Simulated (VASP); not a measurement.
Crystal: SnO.

```
Sn O
1.0
     0.00000    2.56615    2.56615
     2.56615    0.00000    2.56615
     2.56615    2.56615    0.00000
Sn O
1 1
Direct
  0.00000 0.00000 0.00000
  0.50000 0.50000 0.50000
```

This cell differs from its parent crystal: strain +1.1%.

Base run:

- Program: VASP 6.6.1
- Functional: r2SCAN
- Potentials or basis: VASP PAW PBE potentials, release 64 (Sn_d, O)
- Cutoff: 520 eV
- k mesh: 8 × 8 × 8
- Occupations: fermi-dirac, width 0.02 eV
- Spin: no spin polarisation

Its results: band gap on the k mesh 0.99 eV, direct; pressure -3.1 GPa.

Problem. The run is repeated on the same cell with these changes: functional from r2SCAN to PBE. What comes out?

Solution. Band gap on the k mesh 0.89 eV, indirect (least direct gap 0.93 eV); pressure -0.9 GPa.

Caveats: spin-orbit coupling is left out, which moves the levels of the heavy elements; the PAW data sets were made with another functional, which shifts forces and pressure a little (some runs).

A k mesh can miss the band edges.
